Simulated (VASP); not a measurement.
# BeZn2O3 (P3m1) in VASP: a series of runs

BeZn2O3 is run at these levels: PBE; tasks: single point, relaxation of cell and atoms.

All numbers are computed with VASP 6.6.1; they aren't measurements. Logs are shortened: lines on timing, memory, paths and dates and some standing lists are left out, and cuts for length are marked.

## 1. The cell of the first run

It takes space group P3m1 (No. 156, trigonal). The conventional cell has a = 3.069 Å, b = 3.069 Å, c = 7.695 Å, α = 90.00°, β = 90.00°, γ = 120.00°. Within 2.1 Å of Be (site symmetry 3m) lie 4 O at 1.59 to 1.84 Å. Zn (site symmetry 3m) has 4 O at 1.96 to 1.97 Å within 2.6 Å. Zn (site symmetry 3m) has 4 O at 1.95 to 1.96 Å within 2.6 Å. Within 2.4 Å of O (site symmetry 3m) lie 3 Be at 1.84 Å and 1 Zn at 1.97 Å. Within 2.1 Å of O (site symmetry 3m) lie 1 Be at 1.59 Å and 3 Zn at 1.96 Å. O (site symmetry 3m) has 4 Zn at 1.95 to 1.96 Å within 2.6 Å.

## 2. Single point, PBE

Input file INCAR:

```
SYSTEM = BeZn2O3
PREC = Accurate
ENCUT = 600
EDIFF = 1E-6
ISMEAR = 0
SIGMA = 0.15
LREAL = .False.
LASPH = .True.
NELM = 120
ALGO = Normal
ISIF = 2
LWAVE = .False.
LCHARG = .True.
GGA = PE
LELF = .True.
LVHAR = .True.
NBANDS = 31
GGA_COMPAT = .False.
```

Input file KPOINTS:

```
Automatic mesh
0
Gamma
  4 4 2
  0 0 0
```

Input file POSCAR:

```
BeZn2O3
1.0
    3.0692965819      0.0000000000      0.0000000000
   -1.5346482909      2.6580888116      0.0000000000
    0.0000000000      0.0000000000      7.6947342288
Be Zn O
1 2 3
Direct
    0.0000000000      0.0000000000      0.0082990825
    0.6666666667      0.3333333333      0.6859744464
    0.3333333333      0.6666666667      0.3227259503
    0.6666666667      0.3333333333      0.9422019700
    0.0000000000      0.0000000000      0.2146245004
    0.3333333333      0.6666666667      0.5761740504
```

Potentials or basis: VASP PAW PBE potentials, release 64 (Be, Zn, O).

Run with:

```
> cat potpaw_PBE.64/Be/POTCAR potpaw_PBE.64/Zn/POTCAR potpaw_PBE.64/O/POTCAR > POTCAR
> mpirun -np 1 vasp_std > vasp.out
```

OUTCAR:

```text
SYSTEM = BeZn2O3
   PREC = Accurate
   ENCUT = 600
   EDIFF = 1E-6
   ISMEAR = 0
   LREAL = .False.
   LASPH = .True.
   NELM = 120
   ISIF = 2
   GGA = PE

 ion  position               nearest neighbor table
   1  0.000  0.000  0.008-   5 1.59   4 1.84   4 1.84   4 1.84
   2  0.667  0.333  0.686-   6 1.96   6 1.96   6 1.96   4 1.97
   3  0.333  0.667  0.323-   6 1.95   5 1.96   5 1.96   5 1.96
   4  0.667  0.333  0.942-   1 1.84   1 1.84   1 1.84   2 1.97
   5  0.000  0.000  0.215-   1 1.59   3 1.96   3 1.96   3 1.96
   6  0.333  0.667  0.576-   3 1.95   2 1.96   2 1.96   2 1.96

  LATTYP: Found a hexagonal cell.
 ALAT       =     3.0692965819
 C/A-ratio  =     2.5070025081

  Lattice vectors:

 A1 = (   3.0692965819,   0.0000000000,   0.0000000000)
 A2 = (  -1.5346482909,   2.6580888116,   0.0000000000)
 A3 = (   0.0000000000,   0.0000000000,   7.6947342288)

Analysis of symmetry for initial positions (statically):
=====================================================================
 Subroutine PRICEL returns:
 Original cell was already a primitive cell.

 Routine SETGRP: Setting up the symmetry group for a
 hexagonal supercell.

 Subroutine GETGRP returns: Found  6 space group operations
 (whereof  6 operations were pure point group operations)
 out of a pool of 24 trial point group operations.

The static configuration has the point symmetry C_3v.

Analysis of symmetry for dynamics (positions and initial velocities):
=====================================================================
 Subroutine PRICEL returns:
 Original cell was already a primitive cell.

 Routine SETGRP: Setting up the symmetry group for a
 hexagonal supercell.

 Subroutine GETGRP returns: Found  6 space group operations
 (whereof  6 operations were pure point group operations)
 out of a pool of 24 trial point group operations.

The dynamic configuration has the point symmetry C_3v.

 Subroutine INISYM returns: Found  6 space group operations
 (whereof  6 operations are pure point group operations),
 and found     1 'primitive' translations

----------------------------------------------------------------------------------------

                                     Primitive cell

  volume of cell :      62.7772

  direct lattice vectors                    reciprocal lattice vectors
     3.069296582  0.000000000  0.000000000     0.325807550  0.188105077  0.000000000
    -1.534648291  2.658088812  0.000000000     0.000000000  0.376210154  0.000000000
     0.000000000  0.000000000  7.694734229     0.000000000  0.000000000  0.129959004

  length of vectors
     3.069296582  3.069296582  7.694734229     0.376210154  0.376210154  0.129959004

  position of ions in fractional coordinates (direct lattice)
     0.000000000  0.000000000  0.008299083
     0.666666667  0.333333333  0.685974446
     0.333333333  0.666666667  0.322725950
     0.666666667  0.333333333  0.942201970
     0.000000000  0.000000000  0.214624500
     0.333333333  0.666666667  0.576174050

  ion indices of the primitive-cell ions
   primitive index   ion index
                 1           1
                 2           2
                 3           3
                 4           4
                 5           5
                 6           6

----------------------------------------------------------------------------------------

 KPOINTS: Automatic mesh

Automatic generation of k-mesh.
 Grid dimensions read from file:
 generate k-points for:    4    4    2

 Generating k-lattice:

  Cartesian coordinates                     Fractional coordinates (reciprocal lattice)
     0.081451888  0.047026269  0.000000000     0.250000000  0.000000000  0.000000000
     0.000000000  0.094052538  0.000000000     0.000000000  0.250000000  0.000000000
     0.000000000  0.000000000  0.064979502     0.000000000  0.000000000  0.500000000

  Length of vectors
     0.094052538  0.094052538  0.064979502

  Shift w.r.t. Gamma in fractional coordinates (k-lattice)
     0.000000000  0.000000000  0.000000000

 Subroutine IBZKPT returns following result:
 ===========================================

 Found      8 irreducible k-points:

 Following reciprocal coordinates:
            Coordinates               Weight
  0.000000  0.000000  0.000000      1.000000
  0.250000  0.000000  0.000000      6.000000
  0.500000  0.000000  0.000000      3.000000
  0.250000  0.250000  0.000000      6.000000
  0.000000  0.000000  0.500000      1.000000
  0.250000  0.000000  0.500000      6.000000
  0.500000  0.000000  0.500000      3.000000
  0.250000  0.250000  0.500000      6.000000
   k-points           NKPTS =      8   k-points in BZ     NKDIM =      8   number of bands    NBANDS=     31
   number of dos      NEDOS =    301   number of ions     NIONS =      6
   total plane-waves  NPLWV =  50176
   dimension x,y,z NGX =    28 NGY =   28 NGZ =   64
   dimension x,y,z NGXF=    56 NGYF=   56 NGZF=  128
   ions per type =               1   2   3
   NGX,Y,Z   is equivalent  to a cutoff of  15.17, 15.17, 13.83 a.u.
   NGXF,Y,Z  is equivalent  to a cutoff of  30.33, 30.33, 27.65 a.u.
 SYSTEM =  BeZn2O3
   PREC   = accura    normal or accurate (medium, high low for compatibility)
   ISTART =      0    job   : 0-new  1-cont  2-samecut
   ICHARG =      2    charge: 1-file 2-atom 10-const
   ISPIN  =      1    spin polarized calculation?
   LNONCOLLINEAR =      F non collinear calculations
   LSORBIT =      F    spin-orbit coupling
   LASPH  =      T    aspherical Exc in radial PAW
   ENCUT  =  600.0 eV  44.10 Ry    6.64 a.u.   6.13  6.13 15.37*2*pi/ulx,y,z
   NELM   =    120;   NELMIN=  2; NELMDL= -5     # of ELM steps
   EDIFF  = 0.1E-05   stopping-criterion for ELM
   LREAL  =      F    real-space projection
   EDIFFG = 0.1E-04   stopping-criterion for IOM
   NSW    =      0    number of steps for IOM
   IBRION =     -1    ionic relax: 0-MD 1-quasi-New 2-CG
   NFREE  =      0    steps in history (QN), initial steepest desc. (CG)
   ISIF   =      2    stress and relaxation
   ISYM   =      2    0-nonsym 1-usesym 2-fastsym
   POTIM  = 0.5000    time-step for ionic-motion
   TEBEG  =    0.0;   TEEND  =   0.0 temperature during run
   PSTRESS=    0.0 pullay stress
   NELECT =      44.0000    total number of electrons
   NUPDOWN=      -1.0000    fix difference up-down
   EMIN   =  10.00;   EMAX   =-10.00  energy-range for DOS
   EFERMI =   0.00;   METHOD = LEGACY
   ISMEAR =     0;   SIGMA  =   0.15  broadening in eV -4-tet -1-fermi 0-gaus
   EFERMI_NEDOS =   21; number of points for ismear=-14 and -15
   IALGO  =     38    algorithm
   IMIX   =      4    mixing-type and parameters
     AMIX     =   0.40;   BMIX     =  1.00
     AMIX_MAG =   1.60;   BMIX_MAG =  1.00
  volume/ion in A,a.u.               =      10.46        70.61
  Fermi-wavevector in a.u.,A,eV,Ry     =   1.454203  2.748045 28.772331  2.114707
  Thomas-Fermi vector in A             =   2.571381
   LORBIT       =      0    0 simple, 1 ext, 2 COOP (PROOUT), +10 PAW based schemes
   GGA     = PE    functional components
   LHFCALC =     F    Hartree Fock is set to
   AEXX    =    0.0000 exact exchange contribution
   IVDW    =     0    specifies the selected vdW correction
   LEPSILON=     F    determine dielectric tensor
   LRPA    =     F    only Hartree local field effects (RPA)
 non-spin polarized calculation
 Gauss-broadening in eV      SIGMA  =   0.15
  energy-cutoff  :      600.00
  volume of cell :       62.78
 maximum number of plane-waves:      2120
 NGX is ok and might be reduce to    28
   NGX = 13   NGY = 13   NGZ = 31

 number of electron      43.9999998 magnetization

 Free energy of the ion-electron system (eV)
  ---------------------------------------------------
  ext. energy  EPLUGINS =         0.00000000
  ---------------------------------------------------
  free energy    TOTEN  =       -31.17134256 eV

  energy without entropy =      -31.17134256  energy(sigma->0) =      -31.17134256

 E-fermi :   2.6160     XC(G=0): -10.9291

 val. band max:        1.8669406062   @ k =   0.0000   0.0000   0.0000
 cond. band min:       3.3622492965   @ k =   0.0000   0.0000   0.0000
 fundamental gap:      1.4953086903
 Fermi energy:         2.6159571800

 k-point     1 :       0.0000    0.0000    0.0000
  band No.  band energies     occupation
      1     -16.5186      2.00000
      2     -15.9665      2.00000
      3     -15.4764      2.00000
      4      -4.4540      2.00000
      5      -4.3879      2.00000
      6      -3.7499      2.00000
[... 23 lines left out ...]
     30      15.7520      0.00000
     31      16.5955      0.00000

 k-point     2 :       0.2500    0.0000    0.0000
  band No.  band energies     occupation
      1     -16.1337      2.00000
      2     -15.7007      2.00000
      3     -15.2819      2.00000
      4      -4.3271      2.00000
      5      -4.0504      2.00000
      6      -3.8680      2.00000
[... 23 lines left out ...]
     30      14.2977      0.00000
     31      14.3354      0.00000

 k-point     3 :       0.5000    0.0000    0.0000
  band No.  band energies     occupation
      1     -15.6496      2.00000
      2     -15.4448      2.00000
      3     -15.1108      2.00000
      4      -4.4086      2.00000
      5      -4.0099      2.00000
      6      -3.7895      2.00000
[... 23 lines left out ...]
     30      14.6029      0.00000
     31      14.9242      0.00000

 k-point     4 :       0.2500    0.2500    0.0000
  band No.  band energies     occupation
      1     -15.6735      2.00000
      2     -15.4301      2.00000
      3     -15.1107      2.00000
      4      -4.1075      2.00000
      5      -4.0025      2.00000
      6      -3.7513      2.00000
[... 23 lines left out ...]
     30      12.9904      0.00000
     31      14.5323      0.00000

 k-point     5 :       0.0000    0.0000    0.5000
  band No.  band energies     occupation
      1     -16.4403      2.00000
      2     -16.1244      2.00000
      3     -15.3931      2.00000
      4      -4.4970      2.00000
      5      -4.3143      2.00000
      6      -3.7592      2.00000
[... 23 lines left out ...]
     30      15.3372      0.00000
     31      16.6403      0.00000

 k-point     6 :       0.2500    0.0000    0.5000
  band No.  band energies     occupation
      1     -16.0826      2.00000
      2     -15.7996      2.00000
      3     -15.2332      2.00000
      4      -4.2803      2.00000
      5      -4.0326      2.00000
      6      -3.9381      2.00000
[... 23 lines left out ...]
     30      14.3616      0.00000
     31      14.8457      0.00000

 k-point     7 :       0.5000    0.0000    0.5000
  band No.  band energies     occupation
      1     -15.6573      2.00000
      2     -15.4281      2.00000
      3     -15.1203      2.00000
      4      -4.3529      2.00000
      5      -4.0874      2.00000
      6      -3.8725      2.00000
[... 23 lines left out ...]
     30      14.6513      0.00000
     31      14.7859      0.00000

 k-point     8 :       0.2500    0.2500    0.5000
  band No.  band energies     occupation
      1     -15.6621      2.00000
      2     -15.4492      2.00000
      3     -15.1030      2.00000
      4      -4.1251      2.00000
      5      -3.9923      2.00000
      6      -3.7240      2.00000
[... 23 lines left out ...]
     30      12.9808      0.00000
     31      14.3804      0.00000

------------------------ aborting loop because EDIFF is reached ----------------------------------------

  FORCE on cell =-STRESS in cart. coord.  units (eV):
  Direction    XX          YY          ZZ          XY          YZ          ZX
  --------------------------------------------------------------------------------------
  -------------------------------------------------------------------------------------
  Total        0.3392264      0.3392264      0.5219478      0.0000000      0.0000000      0.0000000
  in kB        8.6576149      8.6576149     13.3209639      0.0000000      0.0000000      0.0000000
  external PRESSURE =      10.2120646 kB  Pullay stress =       0.0000000 kB

 VOLUME and BASIS-vectors are now :
 -----------------------------------------------------------------------------
  energy-cutoff  :      600.00
  volume of cell :       62.78
      direct lattice vectors                 reciprocal lattice vectors
     3.069296582  0.000000000  0.000000000     0.325807550  0.188105077  0.000000000
    -1.534648291  2.658088812  0.000000000     0.000000000  0.376210154  0.000000000
     0.000000000  0.000000000  7.694734229     0.000000000  0.000000000  0.129959004

 POSITION                                       TOTAL-FORCE (eV/Angst)
 -----------------------------------------------------------------------------------
      0.00000      0.00000      0.06386         0.000000      0.000000     -0.009769
      1.53465      0.88603      5.27839         0.000000     -0.000000      0.045715
     -0.00000      1.77206      2.48329        -0.000000      0.000000      0.004383
      1.53465      0.88603      7.24999         0.000000      0.000000      0.035667
      0.00000      0.00000      1.65148         0.000000      0.000000     -0.036810
     -0.00000      1.77206      4.43351        -0.000000      0.000000     -0.039186
 -----------------------------------------------------------------------------------
    total drift:                                0.000000     -0.000000      0.000824

  FREE ENERGIE OF THE ION-ELECTRON SYSTEM (eV)
  ---------------------------------------------------
  free  energy   TOTEN  =       -31.1713425619 eV

  energy  without entropy=      -31.1713425619  energy(sigma->0) =      -31.17134256
```

Wall time 36 s (1 thread of AMD EPYC 7R43 (Zen 3), shared host); peak memory 0.17 GiB.

What came out:

| Item | Value |
| --- | --- |
| Free energy | -31.1713 eV |
| Pressure | 1.0 GPa |
| Largest force | 0.046 eV/Å |
| Band gap on the k mesh | 1.50 eV, direct |

Forces in eV/Å, atoms in the order of the input:
```
Be   0.000  0.000 -0.010
Zn   0.000  0.000  0.046
Zn   0.000  0.000  0.004
O    0.000  0.000  0.036
O    0.000  0.000 -0.037
O    0.000  0.000 -0.039
```

Caveat: the k points lie up to 0.59 Å⁻¹ apart.

[end of part 1 of 2]
